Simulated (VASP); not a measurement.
# Al2O3 (P-6m2) in VASP: a series of runs

The runs below take Al2O3 through single point, with LDA.

All numbers are computed with VASP 6.6.1; they aren't measurements. Logs are shortened: lines on timing, memory, paths and dates and some standing lists are left out, and cuts for length are marked.

## 1. The cell of the first run

Symmetry: P-6m2, No. 187, hexagonal system. The conventional cell has a = 2.918 Å, b = 2.918 Å, c = 8.835 Å, α = 90.00°, β = 90.00°, γ = 120.00°. Within 2.4 Å of Al (site symmetry 3m) lie 6 O at 1.80 to 2.13 Å. O (site symmetry 3m) has 3 Al at 1.80 Å within 2.4 Å. Within 2.8 Å of O (site symmetry -6m2) lie 6 Al at 2.13 Å and 6 O at 2.56 Å.

## 2. Single point, LDA

File INCAR:

```
ALGO = Normal
EDIFF = 1E-6
ENCUT = 520
GGA = CA
ISIF = 2
ISMEAR = 0
LASPH = T
LCHARG = F
LREAL = F
LWAVE = F
NBANDS = 20
NELM = 100
PREC = Accurate
SIGMA = 0.05
```

File KPOINTS:

```
k-points
0
Gamma
  12 12 4
```

File POSCAR:

```
Al2O3
1.0
    2.9180963058      0.0000000000      0.0000000000
   -1.4590481529      2.5271455315      0.0000000000
    0.0000000000      0.0000000000      8.8349289059
Al O
2 3
Direct
    0.0000000000      0.0000000000      0.1469612859
    0.0000000000      0.0000000000      0.8530387141
    0.3333333333      0.6666666667      0.2184227737
    0.6666666667      0.3333333333      0.0000000000
    0.3333333333      0.6666666667      0.7815772263
```

Potentials or basis: VASP PAW LDA potentials, release 64 (Al, O).

Started as:

```bash
cat potpaw_LDA.64/Al/POTCAR potpaw_LDA.64/O/POTCAR > POTCAR
mpirun -np 1 vasp_std > vasp.out
```

OUTCAR:

```text
EDIFF = 1E-6
   ENCUT = 520
   GGA = CA
   ISIF = 2
   ISMEAR = 0
   LASPH = T
   LREAL = F
   NELM = 100
   PREC = Accurate

 ion  position               nearest neighbor table
   1  0.000  0.000  0.147-   3 1.80   3 1.80   3 1.80   4 2.13   4 2.13   4 2.13   2 2.60
   2  0.000  0.000  0.853-   5 1.80   5 1.80   5 1.80   4 2.13   4 2.13   4 2.13   1 2.60
   3  0.333  0.667  0.218-   1 1.80   1 1.80   1 1.80
   4  0.667  0.333  0.000-   1 2.13   2 2.13   1 2.13   2 2.13   1 2.13   2 2.13
   5  0.333  0.667  0.782-   2 1.80   2 1.80   2 1.80

  LATTYP: Found a hexagonal cell.
 ALAT       =     2.9180963058
 C/A-ratio  =     3.0276344507

  Lattice vectors:

 A1 = (   2.9180963058,   0.0000000000,   0.0000000000)
 A2 = (  -1.4590481529,   2.5271455315,   0.0000000000)
 A3 = (   0.0000000000,   0.0000000000,   8.8349289059)

Analysis of symmetry for initial positions (statically):
=====================================================================
 Subroutine PRICEL returns:
 Original cell was already a primitive cell.

 Routine SETGRP: Setting up the symmetry group for a
 hexagonal supercell.

 Subroutine GETGRP returns: Found 12 space group operations
 (whereof 12 operations were pure point group operations)
 out of a pool of 24 trial point group operations.

The static configuration has the point symmetry D_3h.

Analysis of symmetry for dynamics (positions and initial velocities):
=====================================================================
 Subroutine PRICEL returns:
 Original cell was already a primitive cell.

 Routine SETGRP: Setting up the symmetry group for a
 hexagonal supercell.

 Subroutine GETGRP returns: Found 12 space group operations
 (whereof 12 operations were pure point group operations)
 out of a pool of 24 trial point group operations.

The dynamic configuration has the point symmetry D_3h.

 Subroutine INISYM returns: Found 12 space group operations
 (whereof 12 operations are pure point group operations),
 and found     1 'primitive' translations

----------------------------------------------------------------------------------------

                                     Primitive cell

  volume of cell :      65.1528

  direct lattice vectors                    reciprocal lattice vectors
     2.918096306  0.000000000  0.000000000     0.342689170  0.197851684  0.000000000
    -1.459048153  2.527145531  0.000000000     0.000000000  0.395703369  0.000000000
     0.000000000  0.000000000  8.834928906     0.000000000  0.000000000  0.113187102

  length of vectors
     2.918096306  2.918096306  8.834928906     0.395703369  0.395703369  0.113187102

  position of ions in fractional coordinates (direct lattice)
     0.000000000  0.000000000  0.146961286
     0.000000000  0.000000000  0.853038714
     0.333333333  0.666666667  0.218422774
     0.666666667  0.333333333  0.000000000
     0.333333333  0.666666667  0.781577226

  ion indices of the primitive-cell ions
   primitive index   ion index
                 1           1
                 2           2
                 3           3
                 4           4
                 5           5

----------------------------------------------------------------------------------------

 KPOINTS: k-points

Automatic generation of k-mesh.
 Grid dimensions read from file:
 generate k-points for:   12   12    4

 Generating k-lattice:

  Cartesian coordinates                     Fractional coordinates (reciprocal lattice)
     0.028557431  0.016487640  0.000000000     0.083333333 -0.000000000  0.000000000
     0.000000000  0.032975281  0.000000000     0.000000000  0.083333333  0.000000000
     0.000000000  0.000000000  0.028296776     0.000000000  0.000000000  0.250000000

  Length of vectors
     0.032975281  0.032975281  0.028296776

  Shift w.r.t. Gamma in fractional coordinates (k-lattice)
     0.000000000  0.000000000  0.000000000

 Subroutine IBZKPT returns following result:
 ===========================================

 Found     57 irreducible k-points:

 Following reciprocal coordinates:
            Coordinates               Weight
  0.000000  0.000000  0.000000      1.000000
  0.083333  0.000000  0.000000      6.000000
  0.166667  0.000000  0.000000      6.000000
  0.250000  0.000000  0.000000      6.000000
  0.333333  0.000000  0.000000      6.000000
  0.416667 -0.000000  0.000000      6.000000
[... 16 lines left out ...]
  0.250000  0.000000  0.250000     12.000000
  0.333333  0.000000  0.250000     12.000000
 [... further k-points ...]
   k-points           NKPTS =     57   k-points in BZ     NKDIM =     57   number of bands    NBANDS=     20
   number of dos      NEDOS =    301   number of ions     NIONS =      5
   total plane-waves  NPLWV =  40320
   dimension x,y,z NGX =    24 NGY =   24 NGZ =   70
   dimension x,y,z NGXF=    48 NGYF=   48 NGZF=  140
   ions per type =               2   3
   NGX,Y,Z   is equivalent  to a cutoff of  13.67, 13.67, 13.17 a.u.
   NGXF,Y,Z  is equivalent  to a cutoff of  27.35, 27.35, 26.34 a.u.
 SYSTEM =  unknown system
   PREC   = accura    normal or accurate (medium, high low for compatibility)
   ISTART =      0    job   : 0-new  1-cont  2-samecut
   ICHARG =      2    charge: 1-file 2-atom 10-const
   ISPIN  =      1    spin polarized calculation?
   LNONCOLLINEAR =      F non collinear calculations
   LSORBIT =      F    spin-orbit coupling
   LASPH  =      T    aspherical Exc in radial PAW
   ENCUT  =  520.0 eV  38.22 Ry    6.18 a.u.   5.43  5.43 16.43*2*pi/ulx,y,z
   NELM   =    100;   NELMIN=  2; NELMDL= -5     # of ELM steps
   EDIFF  = 0.1E-05   stopping-criterion for ELM
   LREAL  =      F    real-space projection
   EDIFFG = 0.1E-04   stopping-criterion for IOM
   NSW    =      0    number of steps for IOM
   IBRION =     -1    ionic relax: 0-MD 1-quasi-New 2-CG
   NFREE  =      0    steps in history (QN), initial steepest desc. (CG)
   ISIF   =      2    stress and relaxation
   ISYM   =      2    0-nonsym 1-usesym 2-fastsym
   POTIM  = 0.5000    time-step for ionic-motion
   TEBEG  =    0.0;   TEEND  =   0.0 temperature during run
   PSTRESS=    0.0 pullay stress
   NELECT =      24.0000    total number of electrons
   NUPDOWN=      -1.0000    fix difference up-down
   EMIN   =  10.00;   EMAX   =-10.00  energy-range for DOS
   EFERMI =   0.00;   METHOD = LEGACY
   ISMEAR =     0;   SIGMA  =   0.05  broadening in eV -4-tet -1-fermi 0-gaus
   EFERMI_NEDOS =   21; number of points for ismear=-14 and -15
   IALGO  =     38    algorithm
   IMIX   =      4    mixing-type and parameters
     AMIX     =   0.40;   BMIX     =  1.00
     AMIX_MAG =   1.60;   BMIX_MAG =  1.00
  volume/ion in A,a.u.               =      13.03        87.93
  Fermi-wavevector in a.u.,A,eV,Ry     =   1.173548  2.217685 18.738153  1.377215
  Thomas-Fermi vector in A             =   2.309959
   LORBIT       =      0    0 simple, 1 ext, 2 COOP (PROOUT), +10 PAW based schemes
   GGA     = CA    functional components
   LHFCALC =     F    Hartree Fock is set to
   AEXX    =    0.0000 exact exchange contribution
   IVDW    =     0    specifies the selected vdW correction
   LEPSILON=     F    determine dielectric tensor
   LRPA    =     F    only Hartree local field effects (RPA)
 non-spin polarized calculation
 Gauss-broadening in eV      SIGMA  =   0.05
  energy-cutoff  :      520.00
  volume of cell :       65.15
 maximum number of plane-waves:      1820
 NGX is ok and might be reduce to    24
   NGX = 11   NGY = 11   NGZ = 33

 number of electron      23.9999990 magnetization

 Free energy of the ion-electron system (eV)
  ---------------------------------------------------
  ext. energy  EPLUGINS =         0.00000000
  ---------------------------------------------------
  free energy    TOTEN  =       -39.93914580 eV

  energy without entropy =      -39.93914580  energy(sigma->0) =      -39.93914580

 E-fermi :   1.3389     XC(G=0):  -9.0751

 val. band max:        1.0850441465   @ k =   0.3333   0.3333   0.5000
 cond. band min:       5.3427304917   @ k =   0.0000   0.0000   0.0000
 fundamental gap:      4.2576863452
 Fermi energy:         1.3388710403

 k-point     1 :       0.0000    0.0000    0.0000
  band No.  band energies     occupation
      1     -18.0233      2.00000
      2     -16.3669      2.00000
      3     -15.1494      2.00000
      4      -3.9528      2.00000
      5      -1.0652      2.00000
      6      -1.0652      2.00000
[... 12 lines left out ...]
     19      14.6991      0.00000
     20      15.3585      0.00000

 k-point     2 :       0.0833    0.0000    0.0000
  band No.  band energies     occupation
      1     -17.9363      2.00000
      2     -16.3030      2.00000
      3     -15.1266      2.00000
      4      -3.9253      2.00000
      5      -1.7304      2.00000
      6      -1.1715      2.00000
[... 12 lines left out ...]
     19      14.7665      0.00000
     20      14.9152      0.00000

 k-point     3 :       0.1667    0.0000    0.0000
  band No.  band energies     occupation
      1     -17.6845      2.00000
      2     -16.1231      2.00000
      3     -15.0707      2.00000
      4      -3.9029      2.00000
      5      -2.7074      2.00000
      6      -1.4290      2.00000
[... 12 lines left out ...]
     19      14.4296      0.00000
     20      14.8505      0.00000

 k-point     4 :       0.2500    0.0000    0.0000
  band No.  band energies     occupation
      1     -17.2972      2.00000
      2     -15.8622      2.00000
      3     -15.0168      2.00000
      4      -4.0710      2.00000
      5      -3.7871      2.00000
      6      -2.0885      2.00000
[... 429 lines left out ...]
 k-point    23 :       0.2500    0.0000    0.2500
  band No.  band energies     occupation
      1     -17.2971      2.00000
      2     -15.8625      2.00000
      3     -15.0166      2.00000
      4      -4.0714      2.00000
      5      -3.7858      2.00000
      6      -2.0866      2.00000
[... 12 lines left out ...]
     19      13.5752      0.00000
     20      14.7074      0.00000

 k-point    24 :       0.3333    0.0000    0.2500
  band No.  band energies     occupation
      1     -16.8315      2.00000
      2     -15.5808      2.00000
      3     -15.0145      2.00000
      4      -4.7491      2.00000
      5      -4.4954      2.00000
      6      -2.7745      2.00000
[... 12 lines left out ...]
     19      13.5392      0.00000
     20      14.6492      0.00000

 [... further k-points ...]

------------------------ aborting loop because EDIFF is reached ----------------------------------------

  FORCE on cell =-STRESS in cart. coord.  units (eV):
  Direction    XX          YY          ZZ          XY          YZ          ZX
  --------------------------------------------------------------------------------------
  -------------------------------------------------------------------------------------
  Total       -3.9437458     -3.9437458      3.8606374      0.0000000     -0.0000000      0.0000000
  in kB      -96.9809794    -96.9809794     94.9372540      0.0000000     -0.0000000      0.0000000
  external PRESSURE =     -33.0082349 kB  Pullay stress =       0.0000000 kB

 VOLUME and BASIS-vectors are now :
 -----------------------------------------------------------------------------
  energy-cutoff  :      520.00
  volume of cell :       65.15
      direct lattice vectors                 reciprocal lattice vectors
     2.918096306  0.000000000  0.000000000     0.342689170  0.197851684  0.000000000
    -1.459048153  2.527145531  0.000000000     0.000000000  0.395703369  0.000000000
     0.000000000  0.000000000  8.834928906     0.000000000  0.000000000  0.113187102

 POSITION                                       TOTAL-FORCE (eV/Angst)
 -----------------------------------------------------------------------------------
      0.00000      0.00000      1.29839        -0.000000     -0.000000      1.326004
      0.00000      0.00000      7.53654        -0.000000     -0.000000     -1.326004
     -0.00000      1.68476      1.92975         0.000000      0.000000      0.132330
      1.45905      0.84238      0.00000         0.000000     -0.000000      0.000000
     -0.00000      1.68476      6.90518         0.000000      0.000000     -0.132330
 -----------------------------------------------------------------------------------
    total drift:                                0.000000     -0.000000      0.000000

  FREE ENERGIE OF THE ION-ELECTRON SYSTEM (eV)
  ---------------------------------------------------
  free  energy   TOTEN  =       -39.9391458045 eV

  energy  without entropy=      -39.9391458045  energy(sigma->0) =      -39.93914580
```

It took 94 s on 1 thread of Intel Xeon 8259CL, shared host; peak memory 0.19 GiB.

What came out:

```
Free energy            : -39.9391 eV
Pressure               : -3.3 GPa
Largest force          : 1.326 eV/Å
Band gap on the k mesh : 4.26 eV (least direct gap 4.54 eV)
```

Forces on the atoms (eV/Å):
```
Al   0.000  0.000  1.326
Al   0.000  0.000 -1.326
O    0.000  0.000  0.132
O    0.000  0.000  0.000
O    0.000  0.000 -0.132
```

Caveat: the cell stands under tension; forces of over 1 eV/Å act on the atoms, so gaps and moduli don't describe the material at rest.

[end of part 1 of 3]
